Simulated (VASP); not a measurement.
# NaF (Villiaumite) (I4mm) in VASP: notebook

NaF (Villiaumite) is run at these levels: PBEsol; tasks: single point.

Program: VASP 6.6.1. These are calculated values, not measurements. Logs are shortened: lines on timing, memory, paths and dates and some standing lists are left out, and cuts for length are marked.

## 1. The cell of the first run

It takes space group I4mm (No. 107, tetragonal). Conventional cell: a = 3.281 Å, b = 3.281 Å, c = 4.640 Å, α = 90.00°, β = 90.00°, γ = 90.00°. Within 2.7 Å of Na (site symmetry 4mm) lie 6 F at 2.04 to 2.60 Å. Within 2.7 Å of F (site symmetry 4mm) lie 6 Na at 2.04 to 2.60 Å.

## 2. Single point, PBEsol (shortest bond scaled by 0.88)

Contents of INCAR:

```
SYSTEM = NaF
PREC = Accurate
ENCUT = 520
EDIFF = 1E-6
ISMEAR = -1
SIGMA = 0.03
LREAL = .FALSE.
LASPH = .TRUE.
NELM = 100
ALGO = Normal
ISIF = 2
LWAVE = .FALSE.
LCHARG = .FALSE.
GGA = PS
NBANDS = 14
```

Contents of KPOINTS:

```
Automatic mesh
0
G
  9 9 9
  0 0 0
```

Contents of POSCAR:

```
NaF
1.0
    0.0000000000      2.3200000000      2.3200000000
    2.3200000000      0.0000000000      2.3200000000
    2.3200000000      2.3200000000      0.0000000000
Na F
1 1
Direct
   -0.0300000000     -0.0300000000      0.0300000000
    0.5300000000      0.5300000000      0.4700000000
```

Potentials or basis: VASP PAW PBE potentials, release 64 (Na_pv, F).

Run with:

```bash
$ cat potpaw_PBE.64/Na_pv/POTCAR potpaw_PBE.64/F/POTCAR > POTCAR
$ mpirun -np 1 vasp_std > vasp.out
```

OUTCAR:

```text
SYSTEM = NaF
   PREC = Accurate
   ENCUT = 520
   EDIFF = 1E-6
   ISMEAR = -1
   LREAL = .FALSE.
   LASPH = .TRUE.
   NELM = 100
   ISIF = 2
   GGA = PS

 ion  position               nearest neighbor table
   1  0.970  0.970  0.030-   2 2.04   2 2.34   2 2.34   2 2.34   2 2.34
   2  0.530  0.530  0.470-   1 2.04   1 2.34   1 2.34   1 2.34   1 2.34

  LATTYP: Found a face centered cubic cell.
 ALAT       =     4.6400000000

  Lattice vectors:

 A1 = (   0.0000000000,   2.3200000000,   2.3200000000)
 A2 = (   2.3200000000,   0.0000000000,   2.3200000000)
 A3 = (   2.3200000000,   2.3200000000,   0.0000000000)

Analysis of symmetry for initial positions (statically):
=====================================================================
 Subroutine PRICEL returns:
 Original cell was already a primitive cell.

 Routine SETGRP: Setting up the symmetry group for a
 face centered cubic supercell.

 Subroutine GETGRP returns: Found  8 space group operations
 (whereof  8 operations were pure point group operations)
 out of a pool of 48 trial point group operations.

The static configuration has the point symmetry C_4v.

Analysis of symmetry for dynamics (positions and initial velocities):
=====================================================================
 Subroutine PRICEL returns:
 Original cell was already a primitive cell.

 Routine SETGRP: Setting up the symmetry group for a
 face centered cubic supercell.

 Subroutine GETGRP returns: Found  8 space group operations
 (whereof  8 operations were pure point group operations)
 out of a pool of 48 trial point group operations.

The dynamic configuration has the point symmetry C_4v.

 Subroutine INISYM returns: Found  8 space group operations
 (whereof  8 operations are pure point group operations),
 and found     1 'primitive' translations

----------------------------------------------------------------------------------------

                                     Primitive cell

  volume of cell :      24.9743

  direct lattice vectors                    reciprocal lattice vectors
     0.000000000  2.320000000  2.320000000    -0.215517241  0.215517241  0.215517241
     2.320000000  0.000000000  2.320000000     0.215517241 -0.215517241  0.215517241
     2.320000000  2.320000000  0.000000000     0.215517241  0.215517241 -0.215517241

  length of vectors
     3.280975465  3.280975465  3.280975465     0.373286812  0.373286812  0.373286812

  position of ions in fractional coordinates (direct lattice)
     0.970000000  0.970000000  0.030000000
     0.530000000  0.530000000  0.470000000

  ion indices of the primitive-cell ions
   primitive index   ion index
                 1           1
                 2           2

----------------------------------------------------------------------------------------

 KPOINTS: Automatic mesh

Automatic generation of k-mesh.
 Grid dimensions read from file:
 generate k-points for:    9    9    9

 Generating k-lattice:

  Cartesian coordinates                     Fractional coordinates (reciprocal lattice)
    -0.023946360  0.023946360  0.023946360     0.111111111  0.000000000  0.000000000
     0.023946360 -0.023946360  0.023946360     0.000000000  0.111111111  0.000000000
     0.023946360  0.023946360 -0.023946360     0.000000000  0.000000000  0.111111111

  Length of vectors
     0.041476312  0.041476312  0.041476312

  Shift w.r.t. Gamma in fractional coordinates (k-lattice)
     0.000000000  0.000000000  0.000000000

 Subroutine IBZKPT returns following result:
 ===========================================

 Found     75 irreducible k-points:

 Following reciprocal coordinates:
            Coordinates               Weight
  0.000000  0.000000  0.000000      1.000000
  0.111111  0.000000  0.000000      8.000000
  0.222222  0.000000  0.000000      8.000000
  0.333333  0.000000  0.000000      8.000000
  0.444444  0.000000  0.000000      8.000000
  0.111111  0.111111  0.000000      2.000000
[... 16 lines left out ...]
  0.000000  0.222222  0.222222      4.000000
  0.333333  0.222222  0.000000      8.000000
 [... further k-points ...]
   k-points           NKPTS =     75   k-points in BZ     NKDIM =     75   number of bands    NBANDS=     14
   number of dos      NEDOS =    301   number of ions     NIONS =      2
   total plane-waves  NPLWV =  13824
   dimension x,y,z NGX =    24 NGY =   24 NGZ =   24
   dimension x,y,z NGXF=    48 NGYF=   48 NGZF=   48
   ions per type =               1   1
   NGX,Y,Z   is equivalent  to a cutoff of  12.16, 12.16, 12.16 a.u.
   NGXF,Y,Z  is equivalent  to a cutoff of  24.32, 24.32, 24.32 a.u.
 SYSTEM =  NaF
   PREC   = accura    normal or accurate (medium, high low for compatibility)
   ISTART =      0    job   : 0-new  1-cont  2-samecut
   ICHARG =      2    charge: 1-file 2-atom 10-const
   ISPIN  =      1    spin polarized calculation?
   LNONCOLLINEAR =      F non collinear calculations
   LSORBIT =      F    spin-orbit coupling
   LASPH  =      T    aspherical Exc in radial PAW
   ENCUT  =  520.0 eV  38.22 Ry    6.18 a.u.   6.10  6.10  6.10*2*pi/ulx,y,z
   NELM   =    100;   NELMIN=  2; NELMDL= -5     # of ELM steps
   EDIFF  = 0.1E-05   stopping-criterion for ELM
   LREAL  =      F    real-space projection
   EDIFFG = 0.1E-04   stopping-criterion for IOM
   NSW    =      0    number of steps for IOM
   IBRION =     -1    ionic relax: 0-MD 1-quasi-New 2-CG
   NFREE  =      0    steps in history (QN), initial steepest desc. (CG)
   ISIF   =      2    stress and relaxation
   ISYM   =      2    0-nonsym 1-usesym 2-fastsym
   POTIM  = 0.5000    time-step for ionic-motion
   TEBEG  =    0.0;   TEEND  =   0.0 temperature during run
   PSTRESS=    0.0 pullay stress
   NELECT =      14.0000    total number of electrons
   NUPDOWN=      -1.0000    fix difference up-down
   EMIN   =  10.00;   EMAX   =-10.00  energy-range for DOS
   EFERMI =   0.00;   METHOD = LEGACY
   ISMEAR =    -1;   SIGMA  =   0.03  broadening in eV -4-tet -1-fermi 0-gaus
   EFERMI_NEDOS =   21; number of points for ismear=-14 and -15
   IALGO  =     38    algorithm
   IMIX   =      4    mixing-type and parameters
     AMIX     =   0.40;   BMIX     =  1.00
     AMIX_MAG =   1.60;   BMIX_MAG =  1.00
  volume/ion in A,a.u.               =      12.49        84.27
  Fermi-wavevector in a.u.,A,eV,Ry     =   1.349852  2.550851 24.791186  1.822101
  Thomas-Fermi vector in A             =   2.477405
   LORBIT       =      0    0 simple, 1 ext, 2 COOP (PROOUT), +10 PAW based schemes
   GGA     = PS    functional components
   LHFCALC =     F    Hartree Fock is set to
   AEXX    =    0.0000 exact exchange contribution
   IVDW    =     0    specifies the selected vdW correction
   LEPSILON=     F    determine dielectric tensor
   LRPA    =     F    only Hartree local field effects (RPA)
 non-spin polarized calculation
  energy-cutoff  :      520.00
  volume of cell :       24.97
 maximum number of plane-waves:       684
   NGX = 13   NGY = 13   NGZ = 13

 number of electron      14.0000016 magnetization

 Free energy of the ion-electron system (eV)
  ---------------------------------------------------
  ext. energy  EPLUGINS =         0.00000000
  ---------------------------------------------------
  free energy    TOTEN  =        -8.66031027 eV

  energy without entropy =       -8.66031027  energy(sigma->0) =       -8.66031027

 E-fermi :  -1.5227     XC(G=0):  -9.2904

 val. band max:       -2.2162972559   @ k =   0.0000   0.0000   0.0000
 cond. band min:       3.9269510575   @ k =   0.0000   0.0000   0.0000
 fundamental gap:      6.1432483134
 Fermi energy:        -1.5226924554

 k-point     1 :       0.0000    0.0000    0.0000
  band No.  band energies     occupation
      1     -21.4387      2.00000
      2     -20.9220      2.00000
      3     -20.9220      2.00000
      4     -20.7462      2.00000
      5      -2.2228      2.00000
      6      -2.2228      2.00000
      7      -2.2163      2.00000
      8       3.9270      0.00000
      9      16.7112      0.00000
     10      16.8342      0.00000
     11      16.8342      0.00000
     12      19.2018      0.00000
     13      21.7087      0.00000
     14      21.7610      0.00000

 k-point     2 :       0.1111    0.0000    0.0000
  band No.  band energies     occupation
      1     -21.5276      2.00000
      2     -20.9309      2.00000
      3     -20.9237      2.00000
      4     -20.6349      2.00000
      5      -2.4634      2.00000
      6      -2.2500      2.00000
      7      -2.2410      2.00000
      8       4.3643      0.00000
      9      15.1793      0.00000
     10      16.9166      0.00000
     11      16.9934      0.00000
     12      20.7834      0.00000
     13      21.2260      0.00000
     14      21.5203      0.00000

 k-point     3 :       0.2222    0.0000    0.0000
  band No.  band energies     occupation
      1     -21.6904      2.00000
      2     -20.9383      2.00000
      3     -20.9280      2.00000
      4     -20.4282      2.00000
      5      -2.9809      2.00000
      6      -2.3182      2.00000
      7      -2.3087      2.00000
      8       5.4567      0.00000
      9      13.2077      0.00000
     10      17.2604      0.00000
     11      17.3450      0.00000
     12      20.6410      0.00000
     13      20.7033      0.00000
     14      22.1067      0.00000
[... 324 lines left out ...]
 k-point    23 :       0.0000    0.2222    0.2222
  band No.  band energies     occupation
      1     -21.6230      2.00000
      2     -20.9630      2.00000
      3     -20.9436      2.00000
      4     -20.4658      2.00000
      5      -3.0084      2.00000
      6      -2.4093      2.00000
      7      -2.3728      2.00000
      8       5.9355      0.00000
      9      13.1426      0.00000
     10      16.1844      0.00000
     11      16.9398      0.00000
     12      18.3732      0.00000
     13      23.3617      0.00000
     14      24.1851      0.00000

 k-point    24 :       0.3333    0.2222    0.0000
  band No.  band energies     occupation
      1     -21.7244      2.00000
      2     -20.9561      2.00000
      3     -20.9531      2.00000
      4     -20.3484      2.00000
      5      -3.2353      2.00000
      6      -2.4931      2.00000
      7      -2.4588      2.00000
      8       6.9056      0.00000
      9      12.0853      0.00000
     10      15.9325      0.00000
     11      17.2389      0.00000
     12      17.5852      0.00000
     13      23.2426      0.00000
     14      24.5885      0.00000

 [... further k-points ...]
[... 5 lines left out ...]
  --------------------------------------------------------------------------------------
  -------------------------------------------------------------------------------------
  Total       -0.1484773     -0.1484773      1.3459064      0.0000000     -0.0000000     -0.0000000
  in kB       -9.5252573     -9.5252573     86.3438663      0.0000000     -0.0000000     -0.0000000
  external PRESSURE =      22.4311173 kB  Pullay stress =       0.0000000 kB

 VOLUME and BASIS-vectors are now :
 -----------------------------------------------------------------------------
  energy-cutoff  :      520.00
  volume of cell :       24.97
      direct lattice vectors                 reciprocal lattice vectors
     0.000000000  2.320000000  2.320000000    -0.215517241  0.215517241  0.215517241
     2.320000000  0.000000000  2.320000000     0.215517241 -0.215517241  0.215517241
     2.320000000  2.320000000  0.000000000     0.215517241  0.215517241 -0.215517241

 POSITION                                       TOTAL-FORCE (eV/Angst)
 -----------------------------------------------------------------------------------
      2.32000      2.32000      4.50080         0.000000      0.000000      0.951150
      2.32000      2.32000      2.45920         0.000000      0.000000     -0.951150
 -----------------------------------------------------------------------------------
    total drift:                               -0.000001     -0.000001      0.000089

  FREE ENERGIE OF THE ION-ELECTRON SYSTEM (eV)
  ---------------------------------------------------
  free  energy   TOTEN  =        -8.6603102661 eV

  energy  without entropy=       -8.6603102661  energy(sigma->0) =       -8.66031027
```

Wall time 8.1 s (1 thread of Intel Xeon Platinum 8488C (Sapphire Rapids), shared host); peak memory 0.14 GiB.

Results:

- Free energy: -8.6603 eV
- Pressure: 2.2 GPa
- Largest force: 0.951 eV/Å
- Band gap on the k mesh: 6.14 eV, direct

Forces in eV/Å, atoms in the order of the input:
```
Na   0.000  0.000  0.951
F    0.000  0.000 -0.951
```

Levels at points of the mesh, in eV from the valence-band top:
```csv
k point,band 3,band 4,band 5,band 6,band 7,band 8,band 9,band 10,band 11,band 12
"(0.00, 0.00, 0.00)",-18.71,-18.53,-0.01,-0.01,0.00,6.14,18.93,19.05,19.05,21.42
```

Caveat: the cell differs from its parent crystal (shortest bond scaled by 0.88); the PAW data sets were made with another functional, which shifts forces and pressure a little.

## 3. Single point, PBEsol (shortest bond scaled by 0.88)

Contents of INCAR:

```
ALGO     = Normal         # electronic algorithm
EDIFF    = 1E-7           # SCF threshold, eV
ENCUT    = 520            # plane-wave cutoff, eV
GGA      = PS             # functional
ISIF     = 2              # what is computed and relaxed
ISMEAR   = -1             # smearing method
LASPH    = T              # aspherical terms in the spheres
LCHARG   = F              # write CHGCAR
LREAL    = F              # projectors in reciprocal space
LWAVE    = F              # write WAVECAR
NBANDS   = 14             # bands
NELM     = 60             # most SCF steps
PREC     = Accurate       # precision mode
SIGMA    = 0.03           # smearing width, eV
```

Contents of KPOINTS:

```
k-points
0
Gamma
  9 9 9
```

POSCAR is that of step 2.

Potentials or basis: VASP PAW PBE potentials, release 64 (Na_pv, F).

Run with:

```bash
$ cat potpaw_PBE.64/Na_pv/POTCAR potpaw_PBE.64/F/POTCAR > POTCAR
$ mpirun -np 1 vasp_std > vasp.out
```

It took 8.9 s on 1 thread of Intel Xeon Platinum 8488C (Sapphire Rapids), shared host; peak memory 0.14 GiB.

It converged, with:

```
Free energy            : -8.6603 eV
Pressure               : 2.3 GPa
Largest force          : 0.951 eV/Å
Band gap on the k mesh : 6.14 eV, direct
```

Forces on the atoms (eV/Å):
```
Na   0.000  0.000  0.951
F    0.000  0.000 -0.951
```

Stress tensor (GPa, compression positive):
```
-0.89  0.00  0.00
 0.00 -0.89  0.00
 0.00  0.00  8.70
```

Levels at points of the mesh, in eV from the valence-band top:
```tsv
k point	band 4	band 5	band 6	band 7	band 8	band 9	band 10	band 11
(0.00, 0.00, 0.00)	-18.53	-0.01	-0.01	0.00	6.14	18.93	19.05	19.05
```

Caveat: the cell differs from its parent crystal (shortest bond scaled by 0.88); the PAW data sets were made with another functional, which shifts forces and pressure a little. A k mesh can miss the band edges.

## 4. Single point, PBEsol (shortest bond scaled by 0.82)

Contents of INCAR:

```
SYSTEM = NaF
PREC = Accurate
ENCUT = 520
EDIFF = 1E-7
ISMEAR = -1
SIGMA = 0.03
LREAL = .False.
LASPH = .True.
NELM = 80
ALGO = Normal
ISIF = 2
LWAVE = .False.
LCHARG = .False.
GGA = PS
NBANDS = 14
```

Contents of KPOINTS:

```
regular mesh
0
Gamma
  9 9 9
  0 0 0
```

Contents of POSCAR:

```
NaF
1.0
    0.0000000000      2.3200000000      2.3200000000
    2.3200000000      0.0000000000      2.3200000000
    2.3200000000      2.3200000000      0.0000000000
Na F
1 1
Direct
   -0.0450000000     -0.0450000000      0.0450000000
    0.5450000000      0.5450000000      0.4550000000
```

Potentials or basis: VASP PAW PBE potentials, release 64 (Na_pv, F).

Run with:

```bash
$ cat potpaw_PBE.64/Na_pv/POTCAR potpaw_PBE.64/F/POTCAR > POTCAR
$ mpirun -np 1 vasp_std > vasp.out
```

OUTCAR:

```text
SYSTEM = NaF
   PREC = Accurate
   ENCUT = 520
   EDIFF = 1E-7
   ISMEAR = -1
   LREAL = .False.
   LASPH = .True.
   NELM = 80
   ISIF = 2
   GGA = PS

 ion  position               nearest neighbor table
   1  0.955  0.955  0.045-   2 1.90
   2  0.545  0.545  0.455-   1 1.90

  LATTYP: Found a face centered cubic cell.
 ALAT       =     4.6400000000

  Lattice vectors:

 A1 = (   0.0000000000,   2.3200000000,   2.3200000000)
 A2 = (   2.3200000000,   0.0000000000,   2.3200000000)
 A3 = (   2.3200000000,   2.3200000000,   0.0000000000)
[... 582 lines left out ...]
      9      12.1023      0.00000
     10      15.8569      0.00000
     11      17.3307      0.00000
     12      17.7475      0.00000
     13      23.3235      0.00000
     14      24.9788      0.00000

 [... further k-points ...]
[... 5 lines left out ...]
  --------------------------------------------------------------------------------------
  -------------------------------------------------------------------------------------
  Total       -0.2263197     -0.2263197      3.5482525      0.0000000      0.0000000      0.0000000
  in kB      -14.5190732    -14.5190732    227.6308659      0.0000000      0.0000000      0.0000000
  external PRESSURE =      66.1975731 kB  Pullay stress =       0.0000000 kB

 VOLUME and BASIS-vectors are now :
 -----------------------------------------------------------------------------
  energy-cutoff  :      520.00
  volume of cell :       24.97
      direct lattice vectors                 reciprocal lattice vectors
     0.000000000  2.320000000  2.320000000    -0.215517241  0.215517241  0.215517241
     2.320000000  0.000000000  2.320000000     0.215517241 -0.215517241  0.215517241
     2.320000000  2.320000000  0.000000000     0.215517241  0.215517241 -0.215517241

 POSITION                                       TOTAL-FORCE (eV/Angst)
 -----------------------------------------------------------------------------------
      2.32000      2.32000      4.43120         0.000000      0.000000      2.162505
      2.32000      2.32000      2.52880         0.000000      0.000000     -2.162505
 -----------------------------------------------------------------------------------
    total drift:                               -0.000005     -0.000005      0.001079

  FREE ENERGIE OF THE ION-ELECTRON SYSTEM (eV)
  ---------------------------------------------------
  free  energy   TOTEN  =        -8.4532775691 eV

  energy  without entropy=       -8.4532775691  energy(sigma->0) =       -8.45327757
```

Wall time 8.9 s (1 thread of Intel Xeon Platinum 8488C (Sapphire Rapids), shared host); peak memory 0.14 GiB.

Results:

| Property | Result |
| --- | --- |
| Free energy | -8.4533 eV |
| Pressure | 6.6 GPa |
| Largest force | 2.163 eV/Å |
| Band gap on the k mesh | 6.11 eV, direct |

Forces in eV/Å, atoms in the order of the input:
```
Na   0.000  0.000  2.163
F    0.000  0.000 -2.163
```

Levels at points of the mesh, in eV from the valence-band top:
```csv
k point,band 5,band 6,band 7,band 8,band 9,band 10
"(0.00, 0.00, 0.00)",-0.04,-0.04,0.00,6.11,19.04,19.31
```

Caveat: the cell differs from its parent crystal (shortest bond scaled by 0.82); the PAW data sets were made with another functional, which shifts forces and pressure a little. A k mesh can miss the band edges.

## 5. Single point, PBEsol (shortest bond scaled by 0.82)

Contents of INCAR:

```
PREC = Accurate
ENCUT = 520
EDIFF = 1E-6
ISMEAR = -1
SIGMA = 0.03
LREAL = F
LASPH = T
NELM = 80
ALGO = Normal
ISIF = 2
LWAVE = F
LCHARG = F
GGA = PS
NBANDS = 14
```

Contents of KPOINTS:

```
Automatic mesh
0
Gamma
  9 9 9
```

POSCAR is that of step 4.

Run with:

```bash
$ cat potpaw_PBE.64/Na_pv/POTCAR potpaw_PBE.64/F/POTCAR > POTCAR
$ mpirun -np 1 vasp_std > vasp.out
```

Wall time 8.2 s (1 thread of Intel Xeon Platinum 8488C (Sapphire Rapids), shared host); peak memory 0.14 GiB.

It converged, with:

| Quantity | Value |
| --- | --- |
| Free energy | -8.4533 eV |
| Pressure | 6.6 GPa |
| Largest force | 2.163 eV/Å |
| Band gap on the k mesh | 6.11 eV, direct |

Forces on the atoms (eV/Å):
```
Na   0.000  0.000  2.163
F    0.000  0.000 -2.163
```

Stress tensor (GPa, compression positive):
```
-1.49  0.00  0.00
 0.00 -1.49  0.00
 0.00  0.00 22.73
```

Levels at points of the mesh, in eV from the valence-band top:
```
           k point  band 3  band 4  band 5  band 6  band 7  band 8  band 9  band 10  band 11  band 12
(0.00, 0.00, 0.00)  -18.64  -18.28   -0.04   -0.04    0.00    6.11   19.04    19.31    19.31    21.30
```

Caveat: the cell differs from its parent crystal (shortest bond scaled by 0.82); the PAW data sets were made with another functional, which shifts forces and pressure a little.
